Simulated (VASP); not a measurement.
PtSe2, 3 atoms in the cell. Symmetry: P-3m1, No. 164, trigonal system. Conventional cell: a = 3.752 Å, b = 3.752 Å, c = 6.501 Å, α = 90.00°, β = 90.00°, γ = 120.00°. Pt (site symmetry -3m) has 6 Se at 2.53 Å within 3.3 Å. Se (site symmetry 3m) has 3 Pt at 2.53 Å within 3.3 Å. 

```yaml
Program: VASP 6.6.1
Task: single point
Functional: PBE
Potentials_or_basis: VASP PAW PBE potentials, release 64 (Pt, Se)
Cutoff: 520 eV
k_mesh: 12 × 12 × 4
Occupations: gaussian, width 0.02 eV
Spin: no spin polarisation
Dipole_correction: no
Further_INCAR_settings: ALGO = Normal; EDIFF = 1e-06; NBANDS = 18
```

Potentials or basis: VASP PAW PBE potentials, release 64 (Pt, Se).

Run with:

```sh
$ cat potpaw_PBE.64/Pt/POTCAR potpaw_PBE.64/Se/POTCAR > POTCAR
$ mpirun -np 1 vasp_std > vasp.out
```

Hardware: 1 thread of Intel(R) Xeon(R) Platinum 8488C (Sapphire Rapids), with other jobs on the host.

Q: Estimate the wall time of this run.

A: It took 62 s on 1 thread of Intel(R) Xeon(R) Platinum 8488C (Sapphire Rapids) (shared host), peak memory 0.24 GiB. Counts: scf iterations 13, k points 69.
